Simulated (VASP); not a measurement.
The system is BN.

```xyz
2
Lattice="0.0000 1.8080 1.8080 1.8080 0.0000 1.8080 1.8080 1.8080 0.0000" Properties=species:S:1:pos:R:3 pbc="T T T"
B     0.0000    0.0000    0.0000
N     0.9040    0.9040    0.9040
```

Base run:

```yaml
Program: VASP 6.6.1
Functional: PBE
Potentials_or_basis: VASP PAW PBE potentials, release 64 (B, N)
Cutoff: 600 eV
k_mesh: 8 × 8 × 8
Occupations: gaussian, width 0.01 eV
Spin: no spin polarisation
```

Its results: band gap on the k mesh 4.46 eV, indirect (least direct gap 8.82 eV); pressure 2.7 GPa.

Task: The run is repeated on the same cell with these changes: k mesh from 8 × 8 × 8 to 3 × 3 × 3. What comes out?

Result: Band gap on the k mesh 5.60 eV, indirect (least direct gap 8.71 eV); pressure 6.1 GPa.

Caveats: some runs use coarse meshes.

A k mesh can miss the band edges.
